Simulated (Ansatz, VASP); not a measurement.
## One calculation of Be2ZnTe5, two programs

```
Be Zn Te
1.0
     4.10000    0.00000    0.00000
     0.00000    4.10000    0.00000
     0.00000    0.00000   12.40000
Be Zn Te
2 1 5
Direct
  0.50000 0.50000 0.23500
  0.50000 0.50000 0.76500
  0.00000 0.00000 0.00000
  0.50000 0.00000 0.33600
  0.00000 0.50000 0.13000
  0.00000 0.50000 0.66400
  0.50000 0.00000 0.87000
  0.00000 0.00000 0.50000
```

Alike in both runs: task relaxation of cell and atoms; functional PBE; k mesh 4 × 4 × 2; occupations gaussian, width 0.2 eV; no spin polarisation.

```csv
,VASP,Ansatz
version,VASP 6.6.1,Ansatz 0.2.0
potentials or method,"VASP PAW PBE potentials, release 64 (Be, Zn, Te), cutoff 600 eV","scalar-relativistic, plane waves, PAW"
valence electrons in the cell,46,96
```

```tsv
	VASP	Ansatz	Ansatz less VASP
gap on the k mesh at the Fermi level, each at its own relaxed structure (eV)	none	none	-
relaxed volume (Å³/atom)	28.47	28.50	+0.028
relaxed length of the cell vector where the two differ most in proportion (Å)	13.607	13.619	+0.0118
```

A gap of «none» marks a metal or a gap that the smearing closes. VASP's potentials hold 46 valence electrons a cell and Ansatz's 96, so a difference there can come from the potentials and not from the codes.

The k mesh is coarse, so the values compare programs but aren't converged. Spin-orbit coupling is off throughout.
